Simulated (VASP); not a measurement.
# KZnI3 (P4/mmm) in VASP: relaxation of cell and atoms with PBE

Aim: the relaxation of cell and atoms of KZnI3 with PBE.

Everything below comes from runs of VASP 6.6.1. Logs are shortened: lines on timing, memory, paths and dates and some standing lists are left out, and cuts for length are marked.

### 1 The cell of the first run

Symmetry: P4/mmm, No. 123, tetragonal system. The conventional cell has a = 4.833 Å, b = 4.833 Å, c = 8.868 Å, α = 90.00°, β = 90.00°, γ = 90.00°. Within 4.5 Å of K (site symmetry 4/mmm) lie 4 I at 3.42 Å. Zn (site symmetry 4/mmm) has 4 I at 2.42 Å within 3.2 Å. I (site symmetry 4/mmm) has 4 K at 3.42 Å and 2 Zn at 4.43 Å within 4.5 Å. Within 3.2 Å of I (site symmetry mmm) lie 2 Zn at 2.42 Å.

The cell was generated, and may not be a known phase.

### 2 Relaxation of cell and atoms, PBE

Input file INCAR:

```
  ALGO = Normal
  EDIFF = 1E-7
  EDIFFG = -0.08
  ENCUT = 600
  GGA = PE
  IBRION = 2
  ISIF = 3
  ISMEAR = 0
  LASPH = T
  LCHARG = F
  LREAL = F
  LWAVE = F
  NELM = 80
  NSW = 36
  PREC = Accurate
  SIGMA = 0.15
```

Input file KPOINTS:

```
k-points
0
Gamma
  3 3 2
```

Input file POSCAR:

```
KZnI3
1.0
    4.8327376000      0.0000000000      0.0000000000
    0.0000000000      4.8327376000      0.0000000000
    0.0000000000      0.0000000000      8.8681338700
K Zn I
1 1 3
Direct
    0.0000000000      0.0000000000      0.5000000000
    0.5000000000      0.5000000000      0.0000000000
    0.5000000000      0.5000000000      0.5000000000
    0.0000000000      0.5000000000      0.0000000000
    0.5000000000      0.0000000000      0.0000000000
```

Potentials or basis: VASP PAW PBE potentials, release 64 (K_sv, Zn, I).

The run is started by

```console
$ cat potpaw_PBE.64/K_sv/POTCAR potpaw_PBE.64/Zn/POTCAR potpaw_PBE.64/I/POTCAR > POTCAR
$ mpirun -np 1 vasp_std > vasp.out
```

OUTCAR:

```text
EDIFF = 1E-7
   EDIFFG = -0.08
   ENCUT = 600
   GGA = PE
   IBRION = 2
   ISIF = 3
   ISMEAR = 0
   LASPH = T
   LREAL = F
   NELM = 80
   NSW = 36
   PREC = Accurate

 ion  position               nearest neighbor table
   1  0.000  0.000  0.500-   3 3.42   3 3.42   3 3.42   3 3.42
   2  0.500  0.500  0.000-   4 2.42   5 2.42   5 2.42   4 2.42
   3  0.500  0.500  0.500-   1 3.42   1 3.42   1 3.42   1 3.42
   4  0.000  0.500  0.000-   2 2.42   2 2.42   5 3.42   5 3.42   5 3.42   5 3.42
   5  0.500  0.000  0.000-   2 2.42   2 2.42   4 3.42   4 3.42   4 3.42   4 3.42

  LATTYP: Found a simple tetragonal cell.
 ALAT       =     4.8327376000
 C/A-ratio  =     1.8350124927

  Lattice vectors:

 A1 = (   4.8327376000,   0.0000000000,   0.0000000000)
 A2 = (   0.0000000000,   4.8327376000,   0.0000000000)
 A3 = (   0.0000000000,   0.0000000000,   8.8681338700)

Analysis of symmetry for initial positions (statically):
=====================================================================
 Subroutine PRICEL returns:
 Original cell was already a primitive cell.

 Routine SETGRP: Setting up the symmetry group for a
 simple tetragonal supercell.

 Subroutine GETGRP returns: Found 16 space group operations
 (whereof 16 operations were pure point group operations)
 out of a pool of 16 trial point group operations.

The static configuration has the point symmetry D_4h.

Analysis of symmetry for dynamics (positions and initial velocities):
=====================================================================
 Subroutine PRICEL returns:
 Original cell was already a primitive cell.

 Routine SETGRP: Setting up the symmetry group for a
 simple tetragonal supercell.

 Subroutine GETGRP returns: Found 16 space group operations
 (whereof 16 operations were pure point group operations)
 out of a pool of 16 trial point group operations.

The dynamic configuration has the point symmetry D_4h.

 Subroutine INISYM returns: Found 16 space group operations
 (whereof 16 operations are pure point group operations),
 and found     1 'primitive' translations

----------------------------------------------------------------------------------------

                                     Primitive cell

  volume of cell :     207.1184

  direct lattice vectors                    reciprocal lattice vectors
     4.832737600  0.000000000  0.000000000     0.206922056  0.000000000  0.000000000
     0.000000000  4.832737600  0.000000000     0.000000000  0.206922056  0.000000000
     0.000000000  0.000000000  8.868133870     0.000000000  0.000000000  0.112763295

  length of vectors
     4.832737600  4.832737600  8.868133870     0.206922056  0.206922056  0.112763295

  position of ions in fractional coordinates (direct lattice)
     0.000000000  0.000000000  0.500000000
     0.500000000  0.500000000  0.000000000
     0.500000000  0.500000000  0.500000000
     0.000000000  0.500000000  0.000000000
     0.500000000  0.000000000  0.000000000

  ion indices of the primitive-cell ions
   primitive index   ion index
                 1           1
                 2           2
                 3           3
                 4           4
                 5           5

----------------------------------------------------------------------------------------

 KPOINTS: k-points

Automatic generation of k-mesh.
 Grid dimensions read from file:
 generate k-points for:    3    3    2

 Generating k-lattice:

  Cartesian coordinates                     Fractional coordinates (reciprocal lattice)
     0.068974019  0.000000000  0.000000000     0.333333333  0.000000000  0.000000000
     0.000000000  0.068974019  0.000000000     0.000000000  0.333333333  0.000000000
     0.000000000  0.000000000  0.056381648     0.000000000  0.000000000  0.500000000

  Length of vectors
     0.068974019  0.068974019  0.056381648

  Shift w.r.t. Gamma in fractional coordinates (k-lattice)
     0.000000000  0.000000000  0.000000000

 Subroutine IBZKPT returns following result:
 ===========================================

 Found      6 irreducible k-points:

 Following reciprocal coordinates:
            Coordinates               Weight
  0.000000  0.000000  0.000000      1.000000
  0.333333  0.000000  0.000000      4.000000
  0.333333  0.333333  0.000000      4.000000
  0.000000  0.000000  0.500000      1.000000
  0.333333  0.000000  0.500000      4.000000
  0.333333  0.333333  0.500000      4.000000
   k-points           NKPTS =      6   k-points in BZ     NKDIM =      6   number of bands    NBANDS=     25
   number of dos      NEDOS =    301   number of ions     NIONS =      5
   total plane-waves  NPLWV = 115200
   dimension x,y,z NGX =    40 NGY =   40 NGZ =   72
   dimension x,y,z NGXF=    80 NGYF=   80 NGZF=  144
   ions per type =               1   1   3
   NGX,Y,Z   is equivalent  to a cutoff of  13.76, 13.76, 13.50 a.u.
   NGXF,Y,Z  is equivalent  to a cutoff of  27.52, 27.52, 26.99 a.u.
 SYSTEM =  unknown system
   PREC   = accura    normal or accurate (medium, high low for compatibility)
   ISTART =      0    job   : 0-new  1-cont  2-samecut
   ICHARG =      2    charge: 1-file 2-atom 10-const
   ISPIN  =      1    spin polarized calculation?
   LNONCOLLINEAR =      F non collinear calculations
   LSORBIT =      F    spin-orbit coupling
   LASPH  =      T    aspherical Exc in radial PAW
   ENCUT  =  600.0 eV  44.10 Ry    6.64 a.u.   9.65  9.65 17.71*2*pi/ulx,y,z
   NELM   =     80;   NELMIN=  2; NELMDL= -5     # of ELM steps
   EDIFF  = 0.1E-06   stopping-criterion for ELM
   LREAL  =      F    real-space projection
   EDIFFG = -.8E-01   stopping-criterion for IOM
   NSW    =     36    number of steps for IOM
   IBRION =      2    ionic relax: 0-MD 1-quasi-New 2-CG
   NFREE  =      1    steps in history (QN), initial steepest desc. (CG)
   ISIF   =      3    stress and relaxation
   ISYM   =      2    0-nonsym 1-usesym 2-fastsym
   POTIM  = 0.5000    time-step for ionic-motion
   TEBEG  =    0.0;   TEEND  =   0.0 temperature during run
   PSTRESS=    0.0 pullay stress
   NELECT =      42.0000    total number of electrons
   NUPDOWN=      -1.0000    fix difference up-down
   EMIN   =  10.00;   EMAX   =-10.00  energy-range for DOS
   EFERMI =   0.00;   METHOD = LEGACY
   ISMEAR =     0;   SIGMA  =   0.15  broadening in eV -4-tet -1-fermi 0-gaus
   EFERMI_NEDOS =   21; number of points for ismear=-14 and -15
   IALGO  =     38    algorithm
   IMIX   =      4    mixing-type and parameters
     AMIX     =   0.40;   BMIX     =  1.00
     AMIX_MAG =   1.60;   BMIX_MAG =  1.00
  volume/ion in A,a.u.               =      41.42       279.54
  Fermi-wavevector in a.u.,A,eV,Ry     =   0.961801  1.817540 12.586210  0.925060
  Thomas-Fermi vector in A             =   2.091204
   LORBIT       =      0    0 simple, 1 ext, 2 COOP (PROOUT), +10 PAW based schemes
   GGA     = PE    functional components
   LHFCALC =     F    Hartree Fock is set to
   AEXX    =    0.0000 exact exchange contribution
   IVDW    =     0    specifies the selected vdW correction
   LEPSILON=     F    determine dielectric tensor
   LRPA    =     F    only Hartree local field effects (RPA)
 conjugate gradient relaxation of ions
 non-spin polarized calculation
 Gauss-broadening in eV      SIGMA  =   0.15
  energy-cutoff  :      600.00
  volume of cell :      207.12
 maximum number of plane-waves:      6975
 NGX is ok and might be reduce to    40
   NGX = 19   NGY = 19   NGZ = 35

--------------------------------------- Ionic step        1  -------------------------------------------

 number of electron      41.9999997 magnetization

 Free energy of the ion-electron system (eV)
  ---------------------------------------------------
  ext. energy  EPLUGINS =         0.00000000
  ---------------------------------------------------
  free energy    TOTEN  =        -8.31966293 eV

  energy without entropy =       -8.28970268  energy(sigma->0) =       -8.30468280

------------------------ aborting loop because EDIFF is reached ----------------------------------------

  FORCE on cell =-STRESS in cart. coord.  units (eV):
  Direction    XX          YY          ZZ          XY          YZ          ZX
  --------------------------------------------------------------------------------------
  -------------------------------------------------------------------------------------
  Total       17.0849820     17.0849820     -0.5119311      0.0000000      0.0000000      0.0000000
  in kB      132.1619499    132.1619499     -3.9600751      0.0000000      0.0000000      0.0000000
  external PRESSURE =      86.7879416 kB  Pullay stress =       0.0000000 kB
[... 98 lines left out ...]
  FREE ENERGIE OF THE ION-ELECTRON SYSTEM (eV)
  ---------------------------------------------------
  free  energy   TOTEN  =        -9.9921007134 eV

  energy  without entropy=       -9.9608769104  energy(sigma->0) =       -9.97648881

 E-fermi :  -0.1868     XC(G=0):  -6.7131

 val. band max:       -0.2609097367   @ k =   0.3333   0.3333   0.0000
 cond. band min:       1.5152806991   @ k =   0.3333   0.0000   0.0000
 fundamental gap:      1.7761904358
 Fermi energy:        -0.1868159610

 k-point     1 :       0.0000    0.0000    0.0000
  band No.  band energies     occupation
      1     -29.9422      2.00000
      2     -13.4516      2.00000
      3     -13.3745      2.00000
      4     -13.3745      2.00000
      5     -12.7259      2.00000
      6     -11.7812      2.00000
[... 157 lines left out ...]
     24       4.4098      0.00000
     25       5.1495      0.00000

[... ionic steps 4 to 21 ...]

--------------------------------------- Ionic step       22  -------------------------------------------

 number of electron      42.0000019 magnetization

------------------------ aborting loop because EDIFF is reached ----------------------------------------

  FORCE on cell =-STRESS in cart. coord.  units (eV):
  Direction    XX          YY          ZZ          XY          YZ          ZX
  --------------------------------------------------------------------------------------
  -------------------------------------------------------------------------------------
  Total        1.1936171      1.1936171      0.3000373      0.0000000      0.0000000      0.0000000
  in kB       10.3606383     10.3606383      2.6043342      0.0000000      0.0000000      0.0000000
  external PRESSURE =       7.7752036 kB  Pullay stress =       0.0000000 kB
[... 63 lines left out ...]
  energy  without entropy=      -10.6635948091  energy(sigma->0) =      -10.67446225

--------------------------------------- Ionic step       24  -------------------------------------------

 number of electron      42.0000015 magnetization

 Free energy of the ion-electron system (eV)
  ---------------------------------------------------
  ext. energy  EPLUGINS =         0.00000000
  ---------------------------------------------------
  free energy    TOTEN  =       -10.69133024 eV

  energy without entropy =      -10.66936565  energy(sigma->0) =      -10.68034794

 E-fermi :   1.3530     XC(G=0):  -7.8684

 val. band max:        1.2399268275   @ k =   0.3333   0.3333   0.5000
 cond. band min:       2.6617122148   @ k =   0.3333   0.0000   0.0000
 fundamental gap:      1.4217853873
 Fermi energy:         1.3530020099

 k-point     1 :       0.0000    0.0000    0.0000
  band No.  band energies     occupation
      1     -28.4079      2.00000
      2     -11.8699      2.00000
      3     -11.8699      2.00000
      4     -11.8655      2.00000
      5     -10.7151      2.00000
      6      -9.8693      2.00000
[... 189 lines left out ...]
  FREE ENERGIE OF THE ION-ELECTRON SYSTEM (eV)
  ---------------------------------------------------
  free  energy   TOTEN  =       -10.6913302429 eV

  energy  without entropy=      -10.6693656458  energy(sigma->0) =      -10.68034794

 reached required accuracy - stopping structural energy minimisation
```

Wall time 25 min (1 thread of Intel Xeon Platinum 8259CL at 2.50GHz (Skylake/Cascade Lake), shared host); peak memory 0.38 GiB.

What came out:

- Free energy: -10.6913 eV
- Relaxed volume: 38.47 Å³/atom
- Relaxed cell: a = 5.825 Å, b = 5.825 Å, c = 5.669 Å, α = 90.00°, β = 90.00°, γ = 90.00°
- Space group after relaxing (to 0.1 Å): P4/mmm (No. 123)
- Energy gained by relaxing: 474.3 meV/atom
- Ionic steps: 24
- Pressure after relaxing: -0.2 GPa
- Band gap on the k mesh: zero (bands 21 and 22 overlap by 0.33 eV)

Step by step:
| step | energy change (eV) | largest force (eV/Å) | pressure (GPa) | volume (Å³) |
| --- | --- | --- | --- | --- |
| 1 | 0.0000 | 0.0000 | 8.68 | 207.12 |
| 2 | -1.5595 | 0.0000 | -1.33 | 279.64 |
| 3 | -1.6724 | 0.0000 | -0.07 | 257.43 |
| 4 | -1.6738 | 0.0000 | -0.26 | 259.90 |
| 5 | -1.6737 | 0.0000 | -0.18 | 258.79 |
| 6 | -1.6839 | 0.0000 | -0.18 | 256.40 |
| 7 | -1.7173 | 0.0000 | -0.18 | 249.25 |
| 8 | -1.7981 | 0.0000 | -0.15 | 234.90 |
| 9 | -2.0287 | 0.0000 | 0.25 | 206.03 |
| 10 | -1.2275 | 0.0000 | 10.29 | 147.65 |
| 11 | -2.0954 | 0.0000 | 0.52 | 198.42 |
| 12 | -2.1538 | 0.0000 | 2.83 | 173.12 |
| 13 | -2.1773 | 0.0000 | 1.46 | 184.40 |
| 14 | -2.1818 | 0.0000 | 1.76 | 181.34 |
| 15 | -2.1866 | 0.0000 | 1.79 | 180.89 |
| 16 | -2.1989 | 0.0000 | 1.88 | 179.53 |
| 17 | -2.2140 | 0.0000 | 2.15 | 176.76 |
| 18 | -2.1920 | 0.0000 | 3.01 | 170.97 |
| 19 | -2.2160 | 0.0000 | 2.33 | 175.35 |
| 20 | -2.2346 | 0.0000 | 2.15 | 176.27 |
| 21 | -2.2822 | 0.0000 | 1.64 | 179.03 |
| 22 | -2.3446 | 0.0000 | 0.78 | 184.58 |
| 23 | -2.3657 | 0.0000 | -0.47 | 195.76 |
| 24 | -2.3717 | 0.0000 | -0.15 | 192.37 |

Final structure:
```
K Zn I
1.0
     5.82528    0.00000    0.00000
     0.00000    5.82528    0.00000
     0.00000    0.00000    5.66886
K Zn I
1 1 3
Direct
  0.00000 0.00000 0.50000
  0.50000 0.50000 0.00000
  0.50000 0.50000 0.50000
  0.00000 0.50000 0.00000
  0.50000 0.00000 0.00000
```

Caveat: the k points lie up to 0.55 Å⁻¹ apart in the final cell; semilocal functionals underestimate gaps, and a narrow one can read as zero; a cell axis changed by over 15 % at a fixed basis, so the end point is rough; spin-orbit coupling is left out, which moves the levels of the heavy elements.

The gap in the log of VASP goes by the Fermi energy; the results here count the filled bands.